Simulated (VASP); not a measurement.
Write the native input for VASP 6.6.1 that does the following.

```yaml
Task: single point
Functional: LDA
Potentials_or_basis: VASP PAW LDA potentials, release 64 (Ti_sv, N_h)
Cutoff: 1330 eV
k_mesh: 18 × 18 × 18
Occupations: gaussian, width 0.1 eV
Spin: no spin polarisation
Dipole_correction: no
Further_INCAR_settings: ALGO = Normal; EDIFF = 1e-06; NBANDS = 16
```

The structure of TiN lies in POSCAR:

```
TiN
1.0
    0.0000000000      2.0857264481      2.0857264481
    2.0857264481      0.0000000000      2.0857264481
    2.0857264481      2.0857264481      0.0000000000
Ti N
1 1
Direct
    0.0000000000      0.0000000000      0.0000000000
    0.5000000000      0.5000000000      0.5000000000
```

The input as run:

INCAR

```
SYSTEM = TiN
PREC = Accurate
ENCUT = 1330
EDIFF = 1E-6
ISMEAR = 0
SIGMA = 0.1
LREAL = .FALSE.
LASPH = .TRUE.
NELM = 120
ALGO = Normal
ISIF = 2
LWAVE = .FALSE.
LCHARG = .FALSE.
NBANDS = 16
GGA_COMPAT = .FALSE.
```

KPOINTS

```
regular mesh
0
G
  18 18 18
  0 0 0
```

Potentials or basis: VASP PAW LDA potentials, release 64 (Ti_sv, N_h).

Launch:

```console
$ cat potpaw_LDA.64/Ti_sv/POTCAR potpaw_LDA.64/N_h/POTCAR > POTCAR
$ mpirun -np 1 vasp_std > vasp.out
```

Results of the run:

```
Pressure               : 1.0 GPa
Band gap on the k mesh : zero (an odd number of electrons rules out a gap without spin polarisation)
```

Caveat: an odd number of electrons without spin polarisation forces a metal; a magnetic or distorted state may lie lower.

It took 3.3 min on 1 thread of Intel(R) Xeon(R) Platinum 8375C CPU @ 2.90GHz (Ice Lake), on a shared host, peak memory 0.35 GiB.
